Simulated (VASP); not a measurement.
# Ti (P6/mmm) in VASP: a series of runs

Ti is run at these levels: LDA, BLYP, PBEsol; tasks: single point.

Everything below comes from runs of VASP 6.6.1. Logs are shortened: lines on timing, memory, paths and dates and some standing lists are left out, and cuts for length are marked.

### 1 The cell of the first run

Symmetry: P6/mmm, No. 191, hexagonal system. Conventional cell: a = 4.600 Å, b = 4.600 Å, c = 2.820 Å, α = 90.00°, β = 90.00°, γ = 120.00°. Ti (site symmetry 6/mmm) has 14 Ti at 2.82 to 3.01 Å within 3.7 Å. Within 3.5 Å of Ti (site symmetry -6m2) lie 11 Ti at 2.66 to 3.01 Å.

### 2 Single point, LDA

File INCAR:

```
  ALGO = Normal
  EDIFF = 1E-7
  ENCUT = 520
  ISIF = 2
  ISMEAR = -1
  LASPH = True
  LCHARG = True
  LELF = True
  LREAL = False
  LVHAR = True
  LWAVE = False
  NBANDS = 25
  NELM = 60
  PREC = Accurate
  SIGMA = 0.1
```

File KPOINTS:

```
k-points
0
Gamma
  8 8 12
```

File POSCAR:

```
Ti
1.0
    4.6000000000      0.0000000000      0.0000000000
   -2.3000000000      3.9837170000      0.0000000000
    0.0000000000      0.0000000000      2.8200000000
Ti
3
Direct
    0.0000000000      0.0000000000      0.0000000000
    0.3333333333      0.6666666667      0.5000000000
    0.6666666667      0.3333333333      0.5000000000
```

Potentials or basis: VASP PAW LDA potentials, release 64 (Ti_sv).

Run with:

```sh
$ cat potpaw_LDA.64/Ti_sv/POTCAR > POTCAR
$ mpirun -np 1 vasp_std > vasp.out
```

OUTCAR:

```text
EDIFF = 1E-7
   ENCUT = 520
   ISIF = 2
   ISMEAR = -1
   LASPH = True
   LREAL = False
   NELM = 60
   PREC = Accurate

 ion  position               nearest neighbor table
   1  0.000  0.000  0.000-
   2  0.333  0.667  0.500-   3 2.66   3 2.66   3 2.66
   3  0.667  0.333  0.500-   2 2.66   2 2.66   2 2.66

  LATTYP: Found a hexagonal cell.
 ALAT       =     4.6000000000
 C/A-ratio  =     0.6130434783

  Lattice vectors:

 A1 = (   4.6000000000,   0.0000000000,   0.0000000000)
 A2 = (  -2.3000000000,   3.9837170000,   0.0000000000)
 A3 = (   0.0000000000,   0.0000000000,   2.8200000000)

Analysis of symmetry for initial positions (statically):
=====================================================================
 Subroutine PRICEL returns:
 Original cell was already a primitive cell.

 Routine SETGRP: Setting up the symmetry group for a
 hexagonal supercell.

 Subroutine GETGRP returns: Found 24 space group operations
 (whereof 24 operations were pure point group operations)
 out of a pool of 24 trial point group operations.

The static configuration has the point symmetry D_6h.

Analysis of symmetry for dynamics (positions and initial velocities):
=====================================================================
 Subroutine PRICEL returns:
 Original cell was already a primitive cell.

 Routine SETGRP: Setting up the symmetry group for a
 hexagonal supercell.

 Subroutine GETGRP returns: Found 24 space group operations
 (whereof 24 operations were pure point group operations)
 out of a pool of 24 trial point group operations.

The dynamic configuration has the point symmetry D_6h.

 Subroutine INISYM returns: Found 24 space group operations
 (whereof 24 operations are pure point group operations),
 and found     1 'primitive' translations

----------------------------------------------------------------------------------------

                                     Primitive cell

  volume of cell :      51.6768

  direct lattice vectors                    reciprocal lattice vectors
     4.600000000  0.000000000  0.000000000     0.217391304  0.125510924  0.000000000
    -2.300000000  3.983717000  0.000000000     0.000000000  0.251021847  0.000000000
     0.000000000  0.000000000  2.820000000     0.000000000  0.000000000  0.354609929

  length of vectors
     4.600000000  4.600000123  2.820000000     0.251021854  0.251021847  0.354609929

  position of ions in fractional coordinates (direct lattice)
     0.000000000  0.000000000  0.000000000
     0.333333333  0.666666667  0.500000000
     0.666666667  0.333333333  0.500000000

  ion indices of the primitive-cell ions
   primitive index   ion index
                 1           1
                 2           2
                 3           3

----------------------------------------------------------------------------------------

 KPOINTS: k-points

Automatic generation of k-mesh.
 Grid dimensions read from file:
 generate k-points for:    8    8   12

 Generating k-lattice:

  Cartesian coordinates                     Fractional coordinates (reciprocal lattice)
     0.027173913  0.015688865  0.000000000     0.125000000  0.000000000  0.000000000
     0.000000000  0.031377731  0.000000000     0.000000000  0.125000000  0.000000000
     0.000000000  0.000000000  0.029550827     0.000000000  0.000000000  0.083333333

  Length of vectors
     0.031377732  0.031377731  0.029550827

  Shift w.r.t. Gamma in fractional coordinates (k-lattice)
     0.000000000  0.000000000  0.000000000

 Subroutine IBZKPT returns following result:
 ===========================================

 Found     70 irreducible k-points:

 Following reciprocal coordinates:
            Coordinates               Weight
  0.000000  0.000000  0.000000      1.000000
  0.125000  0.000000  0.000000      6.000000
  0.250000  0.000000  0.000000      6.000000
  0.375000  0.000000  0.000000      6.000000
  0.500000  0.000000  0.000000      3.000000
  0.125000  0.125000  0.000000      6.000000
[... 16 lines left out ...]
  0.250000  0.000000  0.166667     12.000000
  0.375000  0.000000  0.166667     12.000000
 [... further k-points ...]
   k-points           NKPTS =     70   k-points in BZ     NKDIM =     70   number of bands    NBANDS=     25
   number of dos      NEDOS =    301   number of ions     NIONS =      3
   total plane-waves  NPLWV =  31104
   dimension x,y,z NGX =    36 NGY =   36 NGZ =   24
   dimension x,y,z NGXF=    72 NGYF=   72 NGZF=   48
   ions per type =               3
   NGX,Y,Z   is equivalent  to a cutoff of  13.01, 13.01, 14.15 a.u.
   NGXF,Y,Z  is equivalent  to a cutoff of  26.02, 26.02, 28.30 a.u.
 SYSTEM =  unknown system
   PREC   = accura    normal or accurate (medium, high low for compatibility)
   ISTART =      0    job   : 0-new  1-cont  2-samecut
   ICHARG =      2    charge: 1-file 2-atom 10-const
   ISPIN  =      1    spin polarized calculation?
   LNONCOLLINEAR =      F non collinear calculations
   LSORBIT =      F    spin-orbit coupling
   LASPH  =      T    aspherical Exc in radial PAW
   ENCUT  =  520.0 eV  38.22 Ry    6.18 a.u.   8.55  8.55  5.24*2*pi/ulx,y,z
   NELM   =     60;   NELMIN=  2; NELMDL= -5     # of ELM steps
   EDIFF  = 0.1E-06   stopping-criterion for ELM
   LREAL  =      F    real-space projection
   EDIFFG = 0.1E-05   stopping-criterion for IOM
   NSW    =      0    number of steps for IOM
   IBRION =     -1    ionic relax: 0-MD 1-quasi-New 2-CG
   NFREE  =      0    steps in history (QN), initial steepest desc. (CG)
   ISIF   =      2    stress and relaxation
   ISYM   =      2    0-nonsym 1-usesym 2-fastsym
   POTIM  = 0.5000    time-step for ionic-motion
   TEBEG  =    0.0;   TEEND  =   0.0 temperature during run
   PSTRESS=    0.0 pullay stress
   NELECT =      36.0000    total number of electrons
   NUPDOWN=      -1.0000    fix difference up-down
   EMIN   =  10.00;   EMAX   =-10.00  energy-range for DOS
   EFERMI =   0.00;   METHOD = LEGACY
   ISMEAR =    -1;   SIGMA  =   0.10  broadening in eV -4-tet -1-fermi 0-gaus
   EFERMI_NEDOS =   21; number of points for ismear=-14 and -15
   IALGO  =     38    algorithm
   IMIX   =      4    mixing-type and parameters
     AMIX     =   0.40;   BMIX     =  1.00
     AMIX_MAG =   1.60;   BMIX_MAG =  1.00
  volume/ion in A,a.u.               =      17.23       116.24
  Fermi-wavevector in a.u.,A,eV,Ry     =   1.451255  2.742475 28.655806  2.106142
  Thomas-Fermi vector in A             =   2.568774
   LORBIT       =      0    0 simple, 1 ext, 2 COOP (PROOUT), +10 PAW based schemes
   GGA     = CA    functional components
   LHFCALC =     F    Hartree Fock is set to
   AEXX    =    0.0000 exact exchange contribution
   IVDW    =     0    specifies the selected vdW correction
   LEPSILON=     F    determine dielectric tensor
   LRPA    =     F    only Hartree local field effects (RPA)
 non-spin polarized calculation
  energy-cutoff  :      520.00
  volume of cell :       51.68
 maximum number of plane-waves:      1416
 NGX is ok and might be reduce to    36
   NGX = 17   NGY = 17   NGZ = 11

 number of electron      35.9999981 magnetization

 Free energy of the ion-electron system (eV)
  ---------------------------------------------------
  ext. energy  EPLUGINS =         0.00000000
  ---------------------------------------------------
  free energy    TOTEN  =       -25.64087515 eV

  energy without entropy =      -25.52917642  energy(sigma->0) =      -25.58502578

 E-fermi :   8.0309     XC(G=0): -11.8229

 val. band max:        8.0207113922   @ k =   0.3750   0.0000   0.0000
 cond. band min:       8.0516242313   @ k =   0.3750   0.2500   0.2500
 fundamental gap:      0.0309128391
 Fermi energy:         8.0308526136

 k-point     1 :       0.0000    0.0000    0.0000
  band No.  band energies     occupation
      1     -48.1071      2.00000
      2     -47.8702      2.00000
      3     -47.7093      2.00000
      4     -24.8071      2.00000
      5     -24.8071      2.00000
      6     -24.7156      2.00000
[... 17 lines left out ...]
     24       9.9035      0.00000
     25       9.9753      0.00000

 k-point     2 :       0.1250    0.0000    0.0000
  band No.  band energies     occupation
      1     -48.1048      2.00000
      2     -47.8668      2.00000
      3     -47.7154      2.00000
      4     -24.8545      2.00000
      5     -24.8412      2.00000
      6     -24.6669      2.00000
[... 17 lines left out ...]
     24       9.6639      0.00000
     25      10.3025      0.00000

 k-point     3 :       0.2500    0.0000    0.0000
  band No.  band energies     occupation
      1     -48.0992      2.00000
      2     -47.8561      2.00000
      3     -47.7322      2.00000
      4     -24.9175      2.00000
      5     -24.8526      2.00000
      6     -24.6009      2.00000
[... 17 lines left out ...]
     24       9.7874      0.00000
     25      10.6683      0.00000

 k-point     4 :       0.3750    0.0000    0.0000
  band No.  band energies     occupation
      1     -48.0939      2.00000
      2     -47.8395      2.00000
      3     -47.7546      2.00000
      4     -24.9612      2.00000
      5     -24.8158      2.00000
      6     -24.5585      2.00000
[... 17 lines left out ...]
     24      10.2688      0.00000
     25      10.5419      0.00000
[... 477 lines left out ...]
 k-point    22 :       0.1250    0.0000    0.1667
  band No.  band energies     occupation
      1     -48.0866      2.00000
      2     -47.8546      2.00000
      3     -47.7009      2.00000
      4     -24.8230      2.00000
      5     -24.8136      2.00000
      6     -24.6580      2.00000
[... 17 lines left out ...]
     24       9.6082      0.00000
     25      10.5268      0.00000

 k-point    23 :       0.2500    0.0000    0.1667
  band No.  band energies     occupation
      1     -48.0824      2.00000
      2     -47.8427      2.00000
      3     -47.7176      2.00000
      4     -24.8795      2.00000
      5     -24.8291      2.00000
      6     -24.6030      2.00000
[... 17 lines left out ...]
     24       9.7404      0.00000
     25      10.8591      0.00000

 k-point    24 :       0.3750    0.0000    0.1667
  band No.  band energies     occupation
      1     -48.0783      2.00000
      2     -47.8249      2.00000
      3     -47.7399      2.00000
      4     -24.9190      2.00000
      5     -24.8043      2.00000
      6     -24.5958      2.00000
[... 17 lines left out ...]
     24      10.1468      0.00000
     25      10.5181      0.00000

 [... further k-points ...]

------------------------ aborting loop because EDIFF is reached ----------------------------------------

  FORCE on cell =-STRESS in cart. coord.  units (eV):
  Direction    XX          YY          ZZ          XY          YZ          ZX
  --------------------------------------------------------------------------------------
  -------------------------------------------------------------------------------------
  Total       -3.1259881     -3.1259883     -2.5178776      0.0000000     -0.0000000      0.0000000
  in kB      -96.9175630    -96.9175699    -78.0638154      0.0000000     -0.0000000      0.0000000
  external PRESSURE =     -90.6329828 kB  Pullay stress =       0.0000000 kB

 VOLUME and BASIS-vectors are now :
 -----------------------------------------------------------------------------
  energy-cutoff  :      520.00
  volume of cell :       51.68
      direct lattice vectors                 reciprocal lattice vectors
     4.600000000  0.000000000  0.000000000     0.217391304  0.125510924  0.000000000
    -2.300000000  3.983717000  0.000000000     0.000000000  0.251021847  0.000000000
     0.000000000  0.000000000  2.820000000     0.000000000  0.000000000  0.354609929

 POSITION                                       TOTAL-FORCE (eV/Angst)
 -----------------------------------------------------------------------------------
      0.00000      0.00000      0.00000         0.000000      0.000000      0.000000
     -0.00000      2.65581      1.41000        -0.000000     -0.000000     -0.000000
      2.30000      1.32791      1.41000         0.000000      0.000000      0.000000
 -----------------------------------------------------------------------------------
    total drift:                                0.000000      0.000000     -0.000000

  FREE ENERGIE OF THE ION-ELECTRON SYSTEM (eV)
  ---------------------------------------------------
  free  energy   TOTEN  =       -25.6408751494 eV

  energy  without entropy=      -25.5291764196  energy(sigma->0) =      -25.58502578
```

Wall time 48 s (1 thread of Intel Xeon Platinum 8488C (Sapphire Rapids), shared host); peak memory 0.19 GiB.

Results:

* Free energy: -25.6409 eV
* Pressure: -9.1 GPa
* Band gap on the k mesh: zero (band 18 reaches 8.23 eV, above the bottom of band 19 at 7.95 eV)

### 3 Single point, BLYP

File INCAR:

```
SYSTEM = Ti
  PREC = Accurate
  ENCUT = 520
  EDIFF = 1E-7
  ISMEAR = -1
  SIGMA = 0.1
  LREAL = .FALSE.
  LASPH = .TRUE.
  NELM = 100
  ALGO = Normal
  ISIF = 2
  LWAVE = .FALSE.
  LCHARG = .FALSE.
  GGA = B5
  ALDAX = 1.0
  AGGAX = 1.0
  AGGAC = 1.0
  ALDAC = 0.0
  NBANDS = 25
```

File KPOINTS:

```
Automatic mesh
0
G
  8 8 12
  0 0 0
```

POSCAR is that of step 2.

Potentials or basis: VASP PAW PBE potentials, release 64 (Ti_sv).

Run with:

```sh
$ cat potpaw_PBE.64/Ti_sv/POTCAR > POTCAR
$ mpirun -np 1 vasp_std > vasp.out
```

Run time: 66 s. Hardware: 1 thread of Intel Xeon Platinum 8488C (Sapphire Rapids), shared host; peak memory 0.21 GiB.

It converged, with:

- Free energy: -20.3557 eV
- Pressure: 2.1 GPa
- Band gap on the k mesh: zero (band 18 reaches 8.92 eV, above the bottom of band 19 at 8.65 eV)

Stress tensor (GPa, compression positive):
```
1.57 0.00 0.00
0.00 1.57 0.00
0.00 0.00 3.25
```

Levels at points of the mesh, in eV from the Fermi level:
```csv
k point,band 16,band 17,band 18,band 19,band 20,band 21
"(0.00, 0.00, 0.00)",-0.63,-0.55,-0.55,-0.07,0.61,1.24
"(0.50, 0.00, 0.00)",-0.41,-0.39,-0.37,0.05,0.49,1.07
"(0.00, 0.00, 0.50)",-1.58,-1.58,-1.49,1.04,1.04,1.24
"(0.50, 0.00, 0.50)",-1.14,-0.56,-0.55,0.35,0.84,1.04
```

Caveat: the PAW data sets were made with another functional, which shifts forces and pressure a little.

(Continued in part 2 of 2.)
